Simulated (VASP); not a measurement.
# AlP (F-43m) in VASP: a series of runs

AlP is run at these levels: PBE; tasks: single point.

All numbers are computed with VASP 6.6.1; they aren't measurements. Logs are shortened: lines on timing, memory, paths and dates and some standing lists are left out, and cuts for length are marked.

### Step 1. The cell of the first run

Symmetry: F-43m, No. 216, cubic system. The conventional cell has a = 5.278 Å, b = 5.278 Å, c = 5.278 Å, α = 90.00°, β = 90.00°, γ = 90.00°. Within 3.0 Å of Al (site symmetry -43m) lie 4 P at 2.29 Å. Within 3.0 Å of P (site symmetry -43m) lie 4 Al at 2.29 Å.

### Step 2. Single point, PBE (volume scaled by 0.88)

INCAR

```
ALGO = Normal
EDIFF = 1E-6
ENCUT = 500
GGA = PE
GGA_COMPAT = F
ISIF = 2
ISMEAR = 0
LASPH = T
LCHARG = T
LELF = T
LREAL = F
LVHAR = T
LWAVE = F
NBANDS = 11
NELM = 120
PREC = Accurate
SIGMA = 0.02
```

KPOINTS

```
k-points
0
Gamma
  8 8 8
```

POSCAR

```
AlP
1.0
    0.0000000000      2.6389495777      2.6389495777
    2.6389495777      0.0000000000      2.6389495777
    2.6389495777      2.6389495777      0.0000000000
Al P
1 1
Direct
    0.0000000000      0.0000000000      0.0000000000
    0.7500000000      0.7500000000      0.7500000000
```

Potentials or basis: VASP PAW PBE potentials, release 64 (Al, P).

Command:

```sh
cat potpaw_PBE.64/Al/POTCAR potpaw_PBE.64/P/POTCAR > POTCAR
mpirun -np 1 vasp_std > vasp.out
```

OUTCAR:

```text
EDIFF = 1E-6
   ENCUT = 500
   GGA = PE
   ISIF = 2
   ISMEAR = 0
   LASPH = T
   LREAL = F
   NELM = 120
   PREC = Accurate

 ion  position               nearest neighbor table
   1  0.000  0.000  0.000-   2 2.29   2 2.29   2 2.29   2 2.29
   2  0.750  0.750  0.750-   1 2.29   1 2.29   1 2.29   1 2.29

  LATTYP: Found a face centered cubic cell.
 ALAT       =     5.2778991554

  Lattice vectors:

 A1 = (   0.0000000000,   2.6389495777,   2.6389495777)
 A2 = (   2.6389495777,   0.0000000000,   2.6389495777)
 A3 = (   2.6389495777,   2.6389495777,   0.0000000000)

Analysis of symmetry for initial positions (statically):
=====================================================================
 Subroutine PRICEL returns:
 Original cell was already a primitive cell.

 Routine SETGRP: Setting up the symmetry group for a
 face centered cubic supercell.

 Subroutine GETGRP returns: Found 24 space group operations
 (whereof 24 operations were pure point group operations)
 out of a pool of 48 trial point group operations.

The static configuration has the point symmetry T_d .

Analysis of symmetry for dynamics (positions and initial velocities):
=====================================================================
 Subroutine PRICEL returns:
 Original cell was already a primitive cell.

 Routine SETGRP: Setting up the symmetry group for a
 face centered cubic supercell.

 Subroutine GETGRP returns: Found 24 space group operations
 (whereof 24 operations were pure point group operations)
 out of a pool of 48 trial point group operations.

The dynamic configuration has the point symmetry T_d .

 Subroutine INISYM returns: Found 24 space group operations
 (whereof 24 operations are pure point group operations),
 and found     1 'primitive' translations

----------------------------------------------------------------------------------------

                                     Primitive cell

  volume of cell :      36.7556

  direct lattice vectors                    reciprocal lattice vectors
     0.000000000  2.638949578  2.638949578    -0.189469327  0.189469327  0.189469327
     2.638949578  0.000000000  2.638949578     0.189469327 -0.189469327  0.189469327
     2.638949578  2.638949578  0.000000000     0.189469327  0.189469327 -0.189469327

  length of vectors
     3.732038283  3.732038283  3.732038283     0.328170501  0.328170501  0.328170501

  position of ions in fractional coordinates (direct lattice)
     0.000000000  0.000000000  0.000000000
     0.750000000  0.750000000  0.750000000

  ion indices of the primitive-cell ions
[... 85 lines left out ...]
   PSTRESS=    0.0 pullay stress
   NELECT =       8.0000    total number of electrons
   NUPDOWN=      -1.0000    fix difference up-down
   EMIN   =  10.00;   EMAX   =-10.00  energy-range for DOS
   EFERMI =   0.00;   METHOD = LEGACY
   ISMEAR =     0;   SIGMA  =   0.02  broadening in eV -4-tet -1-fermi 0-gaus
   EFERMI_NEDOS =   21; number of points for ismear=-14 and -15
   IALGO  =     38    algorithm
   IMIX   =      4    mixing-type and parameters
     AMIX     =   0.40;   BMIX     =  1.00
     AMIX_MAG =   1.60;   BMIX_MAG =  1.00
  volume/ion in A,a.u.               =      18.38       124.02
  Fermi-wavevector in a.u.,A,eV,Ry     =   0.984760  1.860927 13.194281  0.969752
  Thomas-Fermi vector in A             =   2.116017
   LORBIT       =      0    0 simple, 1 ext, 2 COOP (PROOUT), +10 PAW based schemes
   GGA     = PE    functional components
   LHFCALC =     F    Hartree Fock is set to
   AEXX    =    0.0000 exact exchange contribution
   IVDW    =     0    specifies the selected vdW correction
   LEPSILON=     F    determine dielectric tensor
   LRPA    =     F    only Hartree local field effects (RPA)
 non-spin polarized calculation
 Gauss-broadening in eV      SIGMA  =   0.02
  energy-cutoff  :      500.00
  volume of cell :       36.76
 maximum number of plane-waves:       950
   NGX = 13   NGY = 13   NGZ = 13

 number of electron       8.0000000 magnetization

 Free energy of the ion-electron system (eV)
  ---------------------------------------------------
  ext. energy  EPLUGINS =         0.00000000
  ---------------------------------------------------
  free energy    TOTEN  =       -10.18666277 eV

  energy without entropy =      -10.18666277  energy(sigma->0) =      -10.18666277

 E-fermi :   5.6634     XC(G=0):  -9.6104

 val. band max:        5.5586972966   @ k =   0.0000   0.0000   0.0000
 cond. band min:       6.9157353108   @ k =   0.5000   0.5000   0.0000
 fundamental gap:      1.3570380141
 Fermi energy:         5.6634062641

 k-point     1 :       0.0000    0.0000    0.0000
  band No.  band energies     occupation
      1      -6.5626      2.00000
      2       5.5587      2.00000
      3       5.5587      2.00000
      4       5.5587      2.00000
      5       9.7539      0.00000
      6      10.2581      0.00000
      7      10.2581      0.00000
      8      10.2581      0.00000
      9      14.5021      0.00000
     10      14.5021      0.00000
     11      16.5950      0.00000
[... 309 lines left out ...]
 k-point    24 :      -0.3750    0.2500    0.1250
  band No.  band energies     occupation
      1      -4.2572      2.00000
      2      -0.0158      2.00000
      3       2.7266      2.00000
      4       3.9073      2.00000
      5       9.5698      0.00000
      6      10.2785      0.00000
      7      12.7647      0.00000
      8      13.6565      0.00000
      9      15.0461      0.00000
     10      17.4817      0.00000
     11      19.0536      0.00000

 [... further k-points ...]

------------------------ aborting loop because EDIFF is reached ----------------------------------------

  FORCE on cell =-STRESS in cart. coord.  units (eV):
  Direction    XX          YY          ZZ          XY          YZ          ZX
  --------------------------------------------------------------------------------------
  -------------------------------------------------------------------------------------
  Total        3.1236757      3.1236757      3.1236757      0.0000000      0.0000000      0.0000000
  in kB      136.1611624    136.1611624    136.1611624      0.0000000      0.0000000      0.0000000
  external PRESSURE =     136.1611624 kB  Pullay stress =       0.0000000 kB

 VOLUME and BASIS-vectors are now :
 -----------------------------------------------------------------------------
  energy-cutoff  :      500.00
  volume of cell :       36.76
      direct lattice vectors                 reciprocal lattice vectors
     0.000000000  2.638949578  2.638949578    -0.189469327  0.189469327  0.189469327
     2.638949578  0.000000000  2.638949578     0.189469327 -0.189469327  0.189469327
     2.638949578  2.638949578  0.000000000     0.189469327  0.189469327 -0.189469327

 POSITION                                       TOTAL-FORCE (eV/Angst)
 -----------------------------------------------------------------------------------
      0.00000      0.00000      0.00000        -0.000000      0.000000      0.000000
      3.95842      3.95842      3.95842         0.000000     -0.000000     -0.000000
 -----------------------------------------------------------------------------------
    total drift:                               -0.000000     -0.000000     -0.000000

  FREE ENERGIE OF THE ION-ELECTRON SYSTEM (eV)
  ---------------------------------------------------
  free  energy   TOTEN  =       -10.1866627732 eV

  energy  without entropy=      -10.1866627732  energy(sigma->0) =      -10.18666277
```

OSZICAR:

```text
N       E                     dE             d eps       ncg     rms          rms(c)
DAV:   1     0.118648462396E+02    0.11865E+02   -0.32120E+03   646   0.547E+02
DAV:   2    -0.974225855632E+01   -0.21607E+02   -0.20574E+02   803   0.923E+01
DAV:   3    -0.105730937116E+02   -0.83084E+00   -0.82896E+00   786   0.171E+01
DAV:   4    -0.105800773615E+02   -0.69836E-02   -0.69832E-02   764   0.192E+00
DAV:   5    -0.105802022171E+02   -0.12486E-03   -0.12485E-03   830   0.248E-01    0.500E+00
DAV:   6    -0.102439504163E+02    0.33625E+00   -0.58374E-01   713   0.296E+00    0.326E+00
DAV:   7    -0.101863610690E+02    0.57589E-01   -0.25625E-01   777   0.211E+00    0.158E+00
DAV:   8    -0.101866387045E+02   -0.27764E-03   -0.16154E-02   748   0.643E-01    0.201E-01
DAV:   9    -0.101865462359E+02    0.92469E-04   -0.70255E-04   759   0.150E-01    0.744E-02
DAV:  10    -0.101866570112E+02   -0.11078E-03   -0.15501E-04   742   0.683E-02    0.967E-03
DAV:  11    -0.101866622504E+02   -0.52392E-05   -0.18939E-05   748   0.218E-02    0.164E-02
DAV:  12    -0.101866627732E+02   -0.52275E-06   -0.20076E-06   744   0.708E-03
   1 F= -.10186663E+02 E0= -.10186663E+02  d E =-.824682E-16
```

stdout:

```text
POSCAR found type information on POSCAR AlP
 POSCAR found :  2 types and       2 ions
 scaLAPACK will be used
 LDA part: xc-table for (Slater+PW92), standard interpolation
 POSCAR, INCAR and KPOINTS ok, starting setup
 FFT: planning ... GRIDC
 FFT: planning ... GRID_SOFT
 FFT: planning ... GRID
 WAVECAR not read
 entering main loop
```

Wall time 14 s (1 thread of Intel Xeon 6975P-C, shared host); peak memory 0.15 GiB.

What came out:

```
Free energy            : -10.1867 eV
Pressure               : 13.6 GPa
Band gap on the k mesh : 1.36 eV, indirect (least direct gap 3.68 eV)
```

Levels at points of the mesh, in eV from the valence-band top:
| k point | band 2 | band 3 | band 4 | band 5 | band 6 | band 7 |
| --- | --- | --- | --- | --- | --- | --- |
| (0.00, 0.00, 0.00) | 0.00 | 0.00 | 0.00 | 4.20 | 4.70 | 4.70 |
| (0.50, 0.00, 0.00) | -6.01 | -0.82 | -0.82 | 3.20 | 4.83 | 4.83 |
| (0.50, 0.50, 0.00) | -5.67 | -2.32 | -2.32 | 1.36 | 2.41 | 11.95 |

### Step 3. Single point, PBE (volume scaled by 0.91)

INCAR

```
PREC = Accurate
ENCUT = 500
EDIFF = 1E-6
ISMEAR = 0
SIGMA = 0.02
LREAL = False
LASPH = True
NELM = 120
ALGO = Normal
ISIF = 2
LWAVE = False
LCHARG = False
GGA = PE
NBANDS = 11
GGA_COMPAT = False
```

KPOINTS

```
regular mesh
0
Gamma
  8 8 8
```

POSCAR

```
AlP
1.0
    0.0000000000      2.6686031786      2.6686031786
    2.6686031786      0.0000000000      2.6686031786
    2.6686031786      2.6686031786      0.0000000000
Al P
1 1
Direct
    0.0000000000      0.0000000000      0.0000000000
    0.7500000000      0.7500000000      0.7500000000
```

Potentials or basis: VASP PAW PBE potentials, release 64 (Al, P).

Command:

```sh
cat potpaw_PBE.64/Al/POTCAR potpaw_PBE.64/P/POTCAR > POTCAR
mpirun -np 1 vasp_std > vasp.out
```

It used 8 s of CPU time on 1 thread of Intel Xeon 6975P-C (shared host).

The run converged. Its results:

```yaml
Free_energy: -10.2762 eV
Pressure: 9.4 GPa
Band_gap_on_the_k_mesh: 1.43 eV, indirect (least direct gap 3.68 eV)
```

Levels at points of the mesh, in eV from the valence-band top:
| k point | band 2 | band 3 | band 4 | band 5 | band 6 | band 7 |
| --- | --- | --- | --- | --- | --- | --- |
| (0.00, 0.00, 0.00) | 0.00 | 0.00 | 0.00 | 3.90 | 4.66 | 4.66 |
| (0.50, 0.00, 0.00) | -5.84 | -0.80 | -0.80 | 3.07 | 4.83 | 4.83 |
| (0.50, 0.50, 0.00) | -5.55 | -2.25 | -2.25 | 1.43 | 2.44 | 11.66 |

### Step 4. Single point, PBE (volume scaled by 0.97)

INCAR

```
SYSTEM = AlP
ALGO     = Normal         ! electronic algorithm
EDIFF    = 1E-6           ! SCF threshold, eV
ENCUT    = 500            ! plane-wave cutoff, eV
GGA      = PE             ! functional
GGA_COMPAT= .FALSE.      
ISIF     = 2              ! what is computed and relaxed
ISMEAR   = 0              ! smearing method
LASPH    = .TRUE.         ! aspherical terms in the spheres
LCHARG   = .FALSE.        ! write CHGCAR
LREAL    = .FALSE.        ! projectors in reciprocal space
LWAVE    = .FALSE.        ! write WAVECAR
NBANDS   = 11             ! bands
NELM     = 120            ! most SCF steps
PREC     = Accurate       ! precision mode
SIGMA    = 0.02           ! smearing width, eV
```

KPOINTS

```
k-points
0
G
  8 8 8
  0 0 0
```

POSCAR

```
AlP
1.0
    0.0000000000      2.7260100103      2.7260100103
    2.7260100103      0.0000000000      2.7260100103
    2.7260100103      2.7260100103      0.0000000000
Al P
1 1
Direct
    0.0000000000      0.0000000000      0.0000000000
    0.7500000000      0.7500000000      0.7500000000
```

Potentials or basis: VASP PAW PBE potentials, release 64 (Al, P).

Command:

```sh
cat potpaw_PBE.64/Al/POTCAR potpaw_PBE.64/P/POTCAR > POTCAR
mpirun -np 1 vasp_std > vasp.out
```

OUTCAR:

```text
SYSTEM = AlP
   EDIFF = 1E-6
   ENCUT = 500
   GGA = PE
   ISIF = 2
   ISMEAR = 0
   LASPH = .TRUE.
   LREAL = .FALSE.
   NELM = 120
   PREC = Accurate

 ion  position               nearest neighbor table
   1  0.000  0.000  0.000-   2 2.36   2 2.36   2 2.36   2 2.36
   2  0.750  0.750  0.750-   1 2.36   1 2.36   1 2.36   1 2.36

  LATTYP: Found a face centered cubic cell.
 ALAT       =     5.4520200206

  Lattice vectors:

 A1 = (   0.0000000000,   2.7260100103,   2.7260100103)
 A2 = (   2.7260100103,   0.0000000000,   2.7260100103)
 A3 = (   2.7260100103,   2.7260100103,   0.0000000000)

Analysis of symmetry for initial positions (statically):
=====================================================================
 Subroutine PRICEL returns:
 Original cell was already a primitive cell.

 Routine SETGRP: Setting up the symmetry group for a
 face centered cubic supercell.

 Subroutine GETGRP returns: Found 24 space group operations
 (whereof 24 operations were pure point group operations)
 out of a pool of 48 trial point group operations.

The static configuration has the point symmetry T_d .

Analysis of symmetry for dynamics (positions and initial velocities):
[... 171 lines left out ...]
      4       4.6207      2.00000
      5       7.9643      0.00000
      6       9.1885      0.00000
      7       9.1885      0.00000
      8       9.1885      0.00000
      9      13.4606      0.00000
     10      13.4606      0.00000
     11      14.9426      0.00000
[... 309 lines left out ...]
 k-point    24 :      -0.3750    0.2500    0.1250
  band No.  band energies     occupation
      1      -4.9048      2.00000
      2      -0.5644      2.00000
      3       2.0166      2.00000
      4       3.1302      2.00000
      5       8.5775      0.00000
      6       9.1644      0.00000
      7      11.5293      0.00000
      8      12.3453      0.00000
      9      13.6459      0.00000
     10      16.1114      0.00000
     11      17.3940      0.00000

 [... further k-points ...]

------------------------ aborting loop because EDIFF is reached ----------------------------------------

  FORCE on cell =-STRESS in cart. coord.  units (eV):
  Direction    XX          YY          ZZ          XY          YZ          ZX
  --------------------------------------------------------------------------------------
  -------------------------------------------------------------------------------------
  Total        0.6545877      0.6545877      0.6545877     -0.0000000      0.0000000      0.0000000
  in kB       25.8860663     25.8860663     25.8860663     -0.0000000      0.0000000      0.0000000
  external PRESSURE =      25.8860663 kB  Pullay stress =       0.0000000 kB

 VOLUME and BASIS-vectors are now :
 -----------------------------------------------------------------------------
  energy-cutoff  :      500.00
  volume of cell :       40.51
      direct lattice vectors                 reciprocal lattice vectors
     0.000000000  2.726010010  2.726010010    -0.183418255  0.183418255  0.183418255
     2.726010010  0.000000000  2.726010010     0.183418255 -0.183418255  0.183418255
     2.726010010  2.726010010  0.000000000     0.183418255  0.183418255 -0.183418255

 POSITION                                       TOTAL-FORCE (eV/Angst)
 -----------------------------------------------------------------------------------
      0.00000      0.00000      0.00000         0.000000      0.000000     -0.000000
      4.08902      4.08902      4.08902        -0.000000     -0.000000      0.000000
 -----------------------------------------------------------------------------------
    total drift:                                0.000000      0.000000      0.000000

  FREE ENERGIE OF THE ION-ELECTRON SYSTEM (eV)
  ---------------------------------------------------
  free  energy   TOTEN  =       -10.3671426792 eV

  energy  without entropy=      -10.3671426792  energy(sigma->0) =      -10.36714268
```

OSZICAR:

```text
N       E                     dE             d eps       ncg     rms          rms(c)
DAV:   1     0.125060345497E+02    0.12506E+02   -0.31450E+03   646   0.544E+02
DAV:   2    -0.980011552035E+01   -0.22306E+02   -0.21279E+02   854   0.911E+01
DAV:   3    -0.107102209329E+02   -0.91011E+00   -0.90829E+00   801   0.180E+01
DAV:   4    -0.107189701292E+02   -0.87492E-02   -0.87480E-02   774   0.211E+00
DAV:   5    -0.107191386215E+02   -0.16849E-03   -0.16849E-03   802   0.276E-01    0.454E+00
DAV:   6    -0.104103522663E+02    0.30879E+00   -0.61118E-01   713   0.292E+00    0.289E+00
DAV:   7    -0.103666691074E+02    0.43683E-01   -0.22124E-01   765   0.192E+00    0.145E+00
DAV:   8    -0.103670770783E+02   -0.40797E-03   -0.15388E-02   737   0.606E-01    0.235E-01
DAV:   9    -0.103669834003E+02    0.93678E-04   -0.74870E-04   760   0.150E-01    0.929E-02
DAV:  10    -0.103671366844E+02   -0.15328E-03   -0.22279E-04   710   0.789E-02    0.106E-02
DAV:  11    -0.103671419618E+02   -0.52774E-05   -0.23834E-05   794   0.227E-02    0.930E-03
DAV:  12    -0.103671426792E+02   -0.71747E-06   -0.16287E-06   741   0.705E-03
   1 F= -.10367143E+02 E0= -.10367143E+02  d E =-.183834E-33
```

It used 7 s of CPU time on 1 thread of Intel Xeon 6975P-C, with other jobs on the host.

What came out:

```
Free energy            : -10.3671 eV
Pressure               : 2.6 GPa
Band gap on the k mesh : 1.57 eV, indirect (least direct gap 3.34 eV)
```

 A k mesh can miss the band edges.

### Step 5. Single point, PBE (volume scaled by 0.94)

INCAR

```
SYSTEM = AlP
PREC     = Accurate       ! precision mode
ENCUT    = 500            ! plane-wave cutoff, eV
EDIFF    = 1E-6           ! SCF threshold, eV
ISMEAR   = 0              ! smearing method
SIGMA    = 0.02           ! smearing width, eV
LREAL    = .FALSE.        ! projectors in reciprocal space
LASPH    = .TRUE.         ! aspherical terms in the spheres
NELM     = 120            ! most SCF steps
ALGO     = Normal         ! electronic algorithm
ISIF     = 2              ! what is computed and relaxed
LWAVE    = .FALSE.        ! write WAVECAR
LCHARG   = .FALSE.        ! write CHGCAR
GGA      = PE             ! functional
NBANDS   = 11             ! bands
GGA_COMPAT= .FALSE.
```

KPOINTS

```
regular mesh
0
G
  8 8 8
  0 0 0
```

POSCAR

```
AlP
1.0
    0.0000000000      2.6976120076      2.6976120076
    2.6976120076      0.0000000000      2.6976120076
    2.6976120076      2.6976120076      0.0000000000
Al P
1 1
Direct
    0.0000000000      0.0000000000      0.0000000000
    0.7500000000      0.7500000000      0.7500000000
```

Command:

```sh
cat potpaw_PBE.64/Al/POTCAR potpaw_PBE.64/P/POTCAR > POTCAR
mpirun -np 1 vasp_std > vasp.out
```

It used 8.3 s of CPU time on 1 thread of Intel Xeon 6975P-C, on a shared host.

Results (log left out):

* Free energy: -10.3349 eV
* Pressure: 5.7 GPa
* Band gap on the k mesh: 1.51 eV, indirect (least direct gap 3.62 eV)

Levels at points of the mesh, in eV from the valence-band top:
| k point | band 1 | band 2 | band 3 | band 4 | band 5 | band 6 | band 7 | band 8 | band 9 |
| --- | --- | --- | --- | --- | --- | --- | --- | --- | --- |
| (0.00, 0.00, 0.00) | -11.71 | 0.00 | 0.00 | 0.00 | 3.62 | 4.61 | 4.61 | 4.61 | 8.87 |
| (0.50, 0.00, 0.00) | -9.95 | -5.69 | -0.78 | -0.78 | 2.95 | 4.83 | 4.83 | 8.37 | 11.65 |
| (0.50, 0.50, 0.00) | -9.25 | -5.43 | -2.18 | -2.18 | 1.51 | 2.45 | 11.38 | 11.38 | 12.23 |

 A k mesh can miss the band edges.

### Step 6. Overview

| cell | gap on the mesh (eV) | pressure (GPa) |
| --- | --- | --- |
| a = 3.732 Å, angles 60.0°, 2 atoms | 1.36 | 13.6 |
| a = 3.774 Å, angles 60.0°, 2 atoms | 1.43 | 9.4 |
| a = 3.855 Å, angles 60.0°, 2 atoms | 1.57 | 2.6 |
| a = 3.815 Å, angles 60.0°, 2 atoms | 1.51 | 5.7 |

Alike in all rows: task single point; level PBE; potentials or basis VASP PAW PBE potentials, release 64 (Al, P); no spin polarisation; k mesh 8 × 8 × 8; cutoff (eV) 500; smearing gaussian 0.02 eV.

Absolute energies hang on the potentials; compare differences alone.
